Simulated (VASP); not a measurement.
Input of a VASP 6.6.1 run:

File INCAR:

```
  PREC = Accurate
  ENCUT = 500
  EDIFF = 1E-6
  ISMEAR = -1
  SIGMA = 0.05
  LREAL = False
  LASPH = True
  NELM = 120
  ALGO = Normal
  ISIF = 2
  LWAVE = False
  LCHARG = False
  GGA = B5
  ALDAX = 1.0
  AGGAX = 1.0
  AGGAC = 1.0
  ALDAC = 0.0
  NBANDS = 18
  GGA_COMPAT = False
```

KPOINTS

```
Automatic mesh
0
Gamma
  8 8 6
```

The input POSCAR:

```
P
1.0
    1.6141062751     -5.3534750391      0.0000000000
    1.6141062751      5.3534750391      0.0000000000
    0.0000000000      0.0000000000      4.4508823070
P
4
Direct
    0.9041431300      0.0958568700      0.5888151700
    0.0958568700      0.9041431300      0.4111848300
    0.5958568700      0.4041431300      0.0888151700
    0.4041431300      0.5958568700      0.9111848300
```

Potentials or basis: VASP PAW PBE potentials, release 64 (P).

The run is started by

```bash
$ cat potpaw_PBE.64/P/POTCAR > POTCAR
$ mpirun -np 1 vasp_std > vasp.out
```

Q: What does it give for the largest force?

A: 0.983 eV/Å.

Q: What does it give for the band gap on the k mesh?

A: 0.11 eV.

Forces on the atoms (eV/Å):
```
P    0.000  0.752 -0.634
P    0.000 -0.752  0.634
P    0.000 -0.752 -0.634
P    0.000  0.752  0.634
```

Caveat: the PAW data sets were made with another functional, which shifts forces and pressure a little. A k mesh can miss the band edges.
